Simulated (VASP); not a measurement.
Set up this calculation in VASP 6.6.1, as the native input.

```yaml
Task: single point
Functional: PBEsol
Potentials_or_basis: VASP PAW PBE potentials, release 64 (Ti_sv)
Cutoff: 520 eV
k_mesh: 14 × 14 × 8
Occupations: fermi-dirac, width 0.05 eV
Spin: no spin polarisation
Dipole_correction: no
Further_INCAR_settings: ALGO = Normal; EDIFF = 1e-06; NBANDS = 19
```

The structure of Ti lies in POSCAR:

```
Ti
1.0
    2.9101281370      0.0000000000      0.0000000000
   -1.4550640685      2.5202448949      0.0000000000
    0.0000000000      0.0000000000      4.6226679121
Ti
2
Direct
    0.3333333333      0.6666666667      0.2500000000
    0.6666666667      0.3333333333      0.7500000000
```

These files were run (other wordings do the same):

INCAR

```
ALGO = Normal
EDIFF = 1E-6
ENCUT = 520
GGA = PS
ISIF = 2
ISMEAR = -1
LASPH = True
LCHARG = True
LELF = True
LREAL = False
LVHAR = True
LWAVE = False
NBANDS = 19
NELM = 100
PREC = Accurate
SIGMA = 0.05
```

KPOINTS

```
k-points
0
Gamma
  14 14 8
```

Potentials or basis: VASP PAW PBE potentials, release 64 (Ti_sv).

The run is started by

```sh
$ cat potpaw_PBE.64/Ti_sv/POTCAR > POTCAR
$ mpirun -np 1 vasp_std > vasp.out
```

Results of the run:

The pressure is -1.8 GPa and the band gap on the k mesh is zero (bands 12 and 13 overlap by 1.05 eV).

Caveat: the PAW data sets were made with another functional, which shifts forces and pressure a little.

It took 92 s on 1 thread of Intel Xeon 8259CL, with other jobs on the host, peak memory 0.2 GiB.
